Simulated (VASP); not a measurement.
Write the native input for VASP 6.6.1 that does the following.

- Task: relaxation of cell and atoms
- Functional: PBE
- Potentials or basis: VASP PAW PBE potentials, release 64 (Ru_pv)
- Cutoff: 600 eV
- k mesh: 19 × 19 × 19
- Occupations: fermi-dirac, width 0.05 eV
- Spin: no spin polarisation
- Target pressure: 250 GPa
- Dipole correction: no
- Further INCAR settings: ALGO = Normal; EDIFF = 1e-06; IBRION = 2; EDIFFG = -0.005; NSW = 32; ISIF = 3

The structure of Ru lies in POSCAR:

```
Ru
1.0
   -2.1148475030      2.1148475030      1.1413433380
    2.1148475030     -2.1148475030      1.1413433380
    2.1148475030      2.1148475030     -1.1413433380
Ru
2
Direct
   -0.3750000000     -0.1250000000     -0.2500000000
    0.3750000000      0.1250000000      0.2500000000
```

The input as run:

INCAR

```
SYSTEM = Ru
  PREC = Accurate
  ENCUT = 600
  EDIFF = 1E-6
  ISMEAR = -1
  SIGMA = 0.05
  LREAL = .False.
  LASPH = .True.
  NELM = 60
  ALGO = Normal
  ISIF = 3
  LWAVE = .False.
  LCHARG = .False.
  GGA = PE
  IBRION = 2
  NSW = 32
  EDIFFG = -0.005
  PSTRESS = 2500.0
```

KPOINTS

```
regular mesh
0
Gamma
  19 19 19
  0 0 0
```

Potentials or basis: VASP PAW PBE potentials, release 64 (Ru_pv).

Launch:

```bash
$ cat potpaw_PBE.64/Ru_pv/POTCAR > POTCAR
$ mpirun -np 1 vasp_std > vasp.out
```

It gave:

- Relaxed volume: 10.24 Å³/atom
- Relaxed cell: a = 3.206 Å, b = 3.206 Å, c = 3.206 Å, α = 97.28°, β = 97.28°, γ = 138.29°
- Space group after relaxing (to 0.1 Å): I4_1/amd (No. 141)
- Energy change on relaxing (the run minimises the enthalpy): -55.0 meV/atom
- Ionic steps: 6
- Pressure after relaxing: 250.0 GPa
- Band gap on the k mesh: zero (bands 14 and 15 overlap by 2.87 eV)

Caveat: the cell is relaxed towards a set pressure, so the run minimises the enthalpy, not the energy.

It took 6.1 min on 1 thread of Intel(R) Xeon(R) 6975P-C (Granite Rapids) (shared host), peak memory 0.34 GiB.
